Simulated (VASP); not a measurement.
# Hf (I4/mmm) in VASP: a series of runs

Hf is run at these levels: LDA; tasks: single point.

Everything below comes from runs of VASP 6.6.1. Logs are shortened: lines on timing, memory, paths and dates and some standing lists are left out, and cuts for length are marked.

## 1. The cell of the first run

It takes space group I4/mmm (No. 139, tetragonal). Conventional cell: a = 3.140 Å, b = 3.140 Å, c = 4.329 Å, α = 90.00°, β = 90.00°, γ = 90.00°. Within 4.1 Å of Hf (site symmetry 4/mmm) lie 12 Hf at 3.10 to 3.14 Å.

## 2. Single point, LDA (strain -0.0250 x Voigt [1, 0, 0, 0, 0, 0])

Input file INCAR:

```
SYSTEM = Hf
PREC     = Accurate       ! precision mode
ENCUT    = 520            ! plane-wave cutoff, eV
EDIFF    = 1E-6           ! SCF threshold, eV
ISMEAR   = 0              ! smearing method
SIGMA    = 0.15           ! smearing width, eV
LREAL    = .False.        ! projectors in reciprocal space
LASPH    = .True.         ! aspherical terms in the spheres
NELM     = 60             ! most SCF steps
ALGO     = Normal         ! electronic algorithm
ISIF     = 2              ! what is computed and relaxed
LWAVE    = .False.        ! write WAVECAR
LCHARG   = .False.        ! write CHGCAR
NBANDS   = 11             ! bands
```

Input file KPOINTS:

```
Automatic mesh
0
Gamma
  18 18 18
  0 0 0
```

Input file POSCAR:

```
Hf
1.0
    0.0000000000      2.2200000000      2.2200000000
    2.1645000000      0.0000000000      2.2200000000
    2.1645000000      2.2200000000      0.0000000000
Hf
1
Direct
    0.0000000000      0.0000000000      0.0000000000
```

Potentials or basis: VASP PAW LDA potentials, release 64 (Hf_pv).

On the command line:

```console
$ cat potpaw_LDA.64/Hf_pv/POTCAR > POTCAR
$ mpirun -np 1 vasp_std > vasp.out
```

OUTCAR:

```text
SYSTEM = Hf
   PREC = Accurate
   ENCUT = 520
   EDIFF = 1E-6
   ISMEAR = 0
   LREAL = .False.
   LASPH = .True.
   NELM = 60
   ISIF = 2

 ion  position               nearest neighbor table
   1  0.000  0.000  0.000-

  LATTYP: Found a body centered tetragonal cell.
 ALAT       =     3.1395541085
 C/A-ratio  =     1.3788582233

  Lattice vectors:

 A1 = (  -2.1645000000,   0.0000000000,  -2.2200000000)
 A2 = (  -2.1645000000,   0.0000000000,   2.2200000000)
 A3 = (   2.1645000000,   2.2200000000,   0.0000000000)

Analysis of symmetry for initial positions (statically):
=====================================================================
 Subroutine PRICEL returns:
 Original cell was already a primitive cell.

 Routine SETGRP: Setting up the symmetry group for a
 body centered tetragonal supercell.

 Subroutine GETGRP returns: Found 16 space group operations
 (whereof 16 operations were pure point group operations)
 out of a pool of 16 trial point group operations.

The static configuration has the point symmetry D_4h.

Analysis of symmetry for dynamics (positions and initial velocities):
=====================================================================
 Subroutine PRICEL returns:
 Original cell was already a primitive cell.

 Routine SETGRP: Setting up the symmetry group for a
 body centered tetragonal supercell.

 Subroutine GETGRP returns: Found 16 space group operations
 (whereof 16 operations were pure point group operations)
 out of a pool of 16 trial point group operations.

The dynamic configuration has the point symmetry D_4h.

 Subroutine INISYM returns: Found 16 space group operations
 (whereof 16 operations are pure point group operations),
 and found     1 'primitive' translations

----------------------------------------------------------------------------------------

                                     Primitive cell

  volume of cell :      21.3350

  direct lattice vectors                    reciprocal lattice vectors
     0.000000000  2.220000000  2.220000000    -0.231000231  0.225225225  0.225225225
     2.164500000  0.000000000  2.220000000     0.231000231 -0.225225225  0.225225225
     2.164500000  2.220000000  0.000000000     0.231000231  0.225225225 -0.225225225

  length of vectors
     3.139554108  3.100558055  3.100558055     0.393463989  0.393463989  0.393463989

  position of ions in fractional coordinates (direct lattice)
     0.000000000  0.000000000  0.000000000

  ion indices of the primitive-cell ions
   primitive index   ion index
                 1           1

----------------------------------------------------------------------------------------

[... 80 lines left out ...]
   NELECT =      10.0000    total number of electrons
   NUPDOWN=      -1.0000    fix difference up-down
   EMIN   =  10.00;   EMAX   =-10.00  energy-range for DOS
   EFERMI =   0.00;   METHOD = LEGACY
   ISMEAR =     0;   SIGMA  =   0.15  broadening in eV -4-tet -1-fermi 0-gaus
   EFERMI_NEDOS =   21; number of points for ismear=-14 and -15
   IALGO  =     38    algorithm
   IMIX   =      4    mixing-type and parameters
     AMIX     =   0.40;   BMIX     =  1.00
     AMIX_MAG =   1.60;   BMIX_MAG =  1.00
  volume/ion in A,a.u.               =      21.34       143.98
  Fermi-wavevector in a.u.,A,eV,Ry     =   1.271677  2.403122 22.002847  1.617164
  Thomas-Fermi vector in A             =   2.404597
   LORBIT       =      0    0 simple, 1 ext, 2 COOP (PROOUT), +10 PAW based schemes
   GGA     = CA    functional components
   LHFCALC =     F    Hartree Fock is set to
   AEXX    =    0.0000 exact exchange contribution
   IVDW    =     0    specifies the selected vdW correction
   LEPSILON=     F    determine dielectric tensor
   LRPA    =     F    only Hartree local field effects (RPA)
 non-spin polarized calculation
 Gauss-broadening in eV      SIGMA  =   0.15
  energy-cutoff  :      520.00
  volume of cell :       21.34
 maximum number of plane-waves:       588
   NGX = 11   NGY = 11   NGZ = 11

 number of electron      10.0000002 magnetization

 Free energy of the ion-electron system (eV)
  ---------------------------------------------------
  ext. energy  EPLUGINS =         0.00000000
  ---------------------------------------------------
  free energy    TOTEN  =       -10.63291047 eV

  energy without entropy =      -10.61726890  energy(sigma->0) =      -10.62508969

 E-fermi :   4.9628     XC(G=0): -11.6890

 val. band max:        4.9574223168   @ k =   0.2778   0.1111   0.0556
 cond. band min:       4.9633526363   @ k =  -0.1667   0.1111   0.0556
 fundamental gap:      0.0059303195
 Fermi energy:         4.9628483511

 k-point     1 :       0.0000    0.0000    0.0000
  band No.  band energies     occupation
      1     -24.7348      2.00000
      2     -24.7348      2.00000
      3     -24.7310      2.00000
      4      -2.3493      2.00000
      5       6.2070      0.00000
      6       6.2070      0.00000
      7       6.5044      0.00000
      8       8.9985      0.00000
      9       9.4372      0.00000
     10      16.5446      0.00000
     11      17.2283      0.00000
[... 309 lines left out ...]
 k-point    24 :      -0.2222    0.0556    0.0000
  band No.  band energies     occupation
      1     -25.2170      2.00000
      2     -24.8317      2.00000
      3     -24.7785      2.00000
      4      -0.3958      2.00000
      5       5.0142      0.62839
      6       6.4985      0.00000
      7       6.9108      0.00000
      8       8.7265      0.00000
      9       9.6139      0.00000
     10      16.9471      0.00000
     11      17.2427      0.00000

 [... further k-points ...]

------------------------ aborting loop because EDIFF is reached ----------------------------------------

  FORCE on cell =-STRESS in cart. coord.  units (eV):
  Direction    XX          YY          ZZ          XY          YZ          ZX
  --------------------------------------------------------------------------------------
  -------------------------------------------------------------------------------------
  Total       -0.2967495     -0.4762387     -0.4762387      0.0000000      0.0000000     -0.0000000
  in kB      -22.2847141    -35.7636446    -35.7636446      0.0000000      0.0000000     -0.0000000
  external PRESSURE =     -31.2706678 kB  Pullay stress =       0.0000000 kB

 VOLUME and BASIS-vectors are now :
 -----------------------------------------------------------------------------
  energy-cutoff  :      520.00
  volume of cell :       21.34
      direct lattice vectors                 reciprocal lattice vectors
     0.000000000  2.220000000  2.220000000    -0.231000231  0.225225225  0.225225225
     2.164500000  0.000000000  2.220000000     0.231000231 -0.225225225  0.225225225
     2.164500000  2.220000000  0.000000000     0.231000231  0.225225225 -0.225225225

 POSITION                                       TOTAL-FORCE (eV/Angst)
 -----------------------------------------------------------------------------------
      0.00000      0.00000      0.00000         0.000000      0.000000     -0.000000
 -----------------------------------------------------------------------------------
    total drift:                               -0.000000      0.000000     -0.000000

  FREE ENERGIE OF THE ION-ELECTRON SYSTEM (eV)
  ---------------------------------------------------
  free  energy   TOTEN  =       -10.6329104731 eV

  energy  without entropy=      -10.6172688970  energy(sigma->0) =      -10.62508969
```

OSZICAR:

```text
N       E                     dE             d eps       ncg     rms          rms(c)
DAV:   1     0.123141311589E+02    0.12314E+02   -0.57464E+03 10640   0.847E+02
DAV:   2    -0.105432995949E+02   -0.22857E+02   -0.22133E+02 13469   0.155E+02
DAV:   3    -0.109734507833E+02   -0.43015E+00   -0.42306E+00 13316   0.146E+01
DAV:   4    -0.109749405100E+02   -0.14897E-02   -0.14895E-02 12175   0.103E+00
DAV:   5    -0.109749473963E+02   -0.68862E-05   -0.68862E-05 13202   0.627E-02    0.467E+01
DAV:   6    -0.107227118826E+02    0.25224E+00   -0.20621E-01 12135   0.323E+00    0.276E+01
DAV:   7    -0.106369027087E+02    0.85809E-01   -0.30970E-01 12027   0.377E+00    0.129E+00
DAV:   8    -0.106328921434E+02    0.40106E-02   -0.20867E-02 12002   0.102E+00    0.882E-02
DAV:   9    -0.106329113654E+02   -0.19222E-04   -0.24734E-04 12490   0.134E-01    0.467E-02
DAV:  10    -0.106329110478E+02    0.31763E-06   -0.14895E-05 12258   0.281E-02    0.456E-02
DAV:  11    -0.106329104731E+02    0.57464E-06   -0.13987E-06  8453   0.930E-03
   1 F= -.10632910E+02 E0= -.10625090E+02  d E =-.156416E-01
```

stdout:

```text
POSCAR found type information on POSCAR Hf
 POSCAR found :  1 types and       1 ions
 scaLAPACK will be used
 LDA part: xc-table for (Slater(with rela. corr.)+CA(PZ))
 , standard interpolation
 POSCAR, INCAR and KPOINTS ok, starting setup
 FFT: planning ... GRIDC
 FFT: planning ... GRID_SOFT
 FFT: planning ... GRID
 WAVECAR not read
 entering main loop
```

It took 24 s on 1 thread of Intel Xeon 6975P-C (Granite Rapids), shared host; peak memory 0.22 GiB.

What came out:

```yaml
Free_energy: -10.6329 eV
Pressure: -3.1 GPa
Band_gap_on_the_k_mesh: zero (bands 5 and 6 overlap by 2.08 eV)
```

Levels at points of the mesh, in eV from the Fermi level:
```
           k point  band 3  band 4  band 5  band 6  band 7  band 8
(0.00, 0.00, 0.00)  -29.69   -7.31    1.24    1.24    1.54    4.04
(0.50, 0.00, 0.00)  -29.81   -3.78    0.89    0.92    1.27    6.43
(0.50, 0.50, 0.00)  -30.01   -3.49   -2.31    2.78    6.53    7.05
(0.00, 0.50, 0.50)  -30.07   -3.44   -2.38    3.20    6.51    7.23
```

Caveat: the cell differs from its parent crystal (strain -0.0250 x Voigt [1, 0, 0, 0, 0, 0]); the cell stands under tension; spin-orbit coupling is left out, which moves the levels of the heavy elements.

## 3. Single point, LDA (strain +0.0250 x Voigt [1, 0, 0, 0, 0, 0])

Input file INCAR:

```
SYSTEM = Hf
PREC = Accurate
ENCUT = 520
EDIFF = 1E-7
ISMEAR = 0
SIGMA = 0.15
LREAL = .FALSE.
LASPH = .TRUE.
NELM = 100
ALGO = Normal
ISIF = 2
LWAVE = .FALSE.
LCHARG = .TRUE.
LELF = .TRUE.
LVHAR = .TRUE.
NBANDS = 11
```

Input file KPOINTS:

```
regular mesh
0
G
  18 18 18
  0 0 0
```

Input file POSCAR:

```
Hf
1.0
    0.0000000000      2.2200000000      2.2200000000
    2.2755000000      0.0000000000      2.2200000000
    2.2755000000      2.2200000000      0.0000000000
Hf
1
Direct
    0.0000000000      0.0000000000      0.0000000000
```

Potentials or basis: VASP PAW LDA potentials, release 64 (Hf_pv).

On the command line:

```console
$ cat potpaw_LDA.64/Hf_pv/POTCAR > POTCAR
$ mpirun -np 1 vasp_std > vasp.out
```

OUTCAR:

```text
SYSTEM = Hf
   PREC = Accurate
   ENCUT = 520
   EDIFF = 1E-7
   ISMEAR = 0
   LREAL = .FALSE.
   LASPH = .TRUE.
   NELM = 100
   ISIF = 2

 ion  position               nearest neighbor table
   1  0.000  0.000  0.000-

  LATTYP: Found a body centered tetragonal cell.
 ALAT       =     3.1395541085
 C/A-ratio  =     1.4495689014

  Lattice vectors:

 A1 = (   2.2755000000,   0.0000000000,   2.2200000000)
 A2 = (   2.2755000000,   0.0000000000,  -2.2200000000)
 A3 = (  -2.2755000000,   2.2200000000,   0.0000000000)

[... 515 lines left out ...]
     11      16.7096      0.00000

 [... further k-points ...]

------------------------ aborting loop because EDIFF is reached ----------------------------------------

  FORCE on cell =-STRESS in cart. coord.  units (eV):
  Direction    XX          YY          ZZ          XY          YZ          ZX
  --------------------------------------------------------------------------------------
  -------------------------------------------------------------------------------------
  Total       -1.2379064     -1.0499487     -1.0499487      0.0000000      0.0000000     -0.0000000
  in kB      -88.4271441    -75.0008005    -75.0008005      0.0000000      0.0000000     -0.0000000
  external PRESSURE =     -79.4762484 kB  Pullay stress =       0.0000000 kB

 VOLUME and BASIS-vectors are now :
 -----------------------------------------------------------------------------
  energy-cutoff  :      520.00
  volume of cell :       22.43
      direct lattice vectors                 reciprocal lattice vectors
     0.000000000  2.220000000  2.220000000    -0.219731927  0.225225225  0.225225225
     2.275500000  0.000000000  2.220000000     0.219731927 -0.225225225  0.225225225
     2.275500000  2.220000000  0.000000000     0.219731927  0.225225225 -0.225225225

 POSITION                                       TOTAL-FORCE (eV/Angst)
 -----------------------------------------------------------------------------------
      0.00000      0.00000      0.00000         0.000000      0.000000      0.000000
 -----------------------------------------------------------------------------------
    total drift:                                0.000000      0.000000      0.000000

  FREE ENERGIE OF THE ION-ELECTRON SYSTEM (eV)
  ---------------------------------------------------
  free  energy   TOTEN  =       -10.5946268489 eV

  energy  without entropy=      -10.5776687307  energy(sigma->0) =      -10.58614779
```

Run time: 27 s. Hardware: 1 thread of Intel Xeon 6975P-C (Granite Rapids), shared host; peak memory 0.22 GiB.

What came out:

```yaml
Free_energy: -10.5946 eV
Pressure: -7.9 GPa
Band_gap_on_the_k_mesh: zero (bands 5 and 6 overlap by 1.95 eV)
```

Stress tensor (GPa, compression positive):
```
-8.84  0.00  0.00
 0.00 -7.50  0.00
 0.00  0.00 -7.50
```

Caveat: the cell differs from its parent crystal (strain +0.0250 x Voigt [1, 0, 0, 0, 0, 0]); the cell stands under tension; spin-orbit coupling is left out, which moves the levels of the heavy elements.
